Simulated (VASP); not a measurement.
A run of VASP 6.6.1 is set up as follows.

File INCAR:

```
SYSTEM = Ca
PREC = Accurate
ENCUT = 520
EDIFF = 1E-6
ISMEAR = 0
SIGMA = 0.15
LREAL = .FALSE.
LASPH = .TRUE.
NELM = 80
ALGO = Fast
ISIF = 2
LWAVE = .FALSE.
LCHARG = .TRUE.
GGA = PS
LELF = .TRUE.
LVHAR = .TRUE.
NBANDS = 17
```

File KPOINTS:

```
regular mesh
0
G
  12 12 8
  0 0 0
```

POSCAR

```
Ca
1.0
    4.1391995014      0.0000000000      0.0000000000
   -2.0695997507      3.5846519196      0.0000000000
    0.0000000000      0.0000000000      6.7808000000
Ca
2
Direct
    0.3333333333      0.6666666667      0.2500000000
    0.6666666667      0.3333333333      0.7500000000
```

Potentials or basis: VASP PAW PBE potentials, release 64 (Ca_sv).

Command:

```bash
$ cat potpaw_PBE.64/Ca_sv/POTCAR > POTCAR
$ mpirun -np 1 vasp_std > vasp.out
```

Question: Predict the pressure.

Answer: -2.7 GPa.

Question: What does it give for the band gap on the k mesh?

Answer: Zero (bands 10 and 11 overlap by 0.56 eV).

Caveat: the cell differs from its parent crystal (strain +0.040 along x and y, +0.040 along z); the PAW data sets were made with another functional, which shifts forces and pressure a little.
